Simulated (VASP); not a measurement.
# Al16P: single point with LDA

Al16P, a slab with vacuum:

```xyz
17
Lattice="8.1000 0.0000 0.0000 0.0000 5.7276 0.0000 0.0000 0.0000 15.2957" Properties=species:S:1:pos:R:3 pbc="T T T"
Al    2.0250    1.4319    1.0000
Al    6.0750    1.4319    1.0000
Al    2.0250    4.2957    1.0000
Al    6.0750    4.2957    1.0000
Al    0.0052    0.0166    2.2805
Al    4.0447    0.0167    2.2789
Al    0.0072    2.8452    2.2826
Al    4.0429    2.8449    2.2810
Al    2.0243    1.4273    3.7756
Al    6.0758    1.4300    3.5720
Al    2.0253    4.2945    3.8510
Al    6.0741    4.2923    3.5242
Al   -0.1157    0.0722    4.9972
Al    4.1657    0.0740    4.9956
Al   -0.1116    2.7840    4.9978
Al    4.1614    2.7817    4.9962
P     6.0674    4.2873    5.8724
```

- Program: VASP 6.6.1
- Task: single point
- Functional: LDA
- Potentials or basis: VASP PAW LDA potentials, release 64 (Al, P)
- Cutoff: 520 eV
- k mesh: 2 × 3 × 1
- Occupations: fermi-dirac, width 0.05 eV
- Spin: no spin polarisation
- Dipole correction: no
- Further INCAR settings: LREAL = Auto; ALGO = Normal; EDIFF = 1e-07; NBANDS = 40

```
Largest force : 0.437 eV/Å
```

Forces on the atoms (eV/Å):
```
Al   0.000  0.002  0.239
Al  -0.001  0.000 -0.271
Al   0.001 -0.003  0.437
Al   0.000 -0.002 -0.436
Al   0.003  0.000  0.001
Al  -0.003  0.000  0.002
Al   0.001 -0.001 -0.003
Al  -0.001  0.000 -0.002
Al   0.001  0.002  0.004
Al   0.000 -0.004  0.010
Al   0.000 -0.004  0.007
Al   0.000  0.001  0.008
Al  -0.006 -0.003 -0.001
Al   0.003 -0.003 -0.003
Al  -0.011  0.003 -0.003
Al   0.009  0.006 -0.003
P    0.003  0.005  0.015
```

Levels at points of the mesh, in eV from the Fermi level:
```tsv
k point	band 24	band 25	band 26	band 27	band 28	band 29	band 30	band 31
(0.00, 0.00, 0.00)	-0.79	-0.76	-0.50	-0.16	0.16	0.91	1.01	1.43
(0.50, 0.00, 0.00)	-0.98	-0.71	-0.57	-0.06	0.31	0.32	0.64	1.07
```

Run time: 2.6 min on 1 thread of Intel(R) Xeon(R) 6975P-C (Granite Rapids), on a shared host, peak memory 0.52 GiB.

Caveat: the k points lie up to 0.39 Å⁻¹ apart.
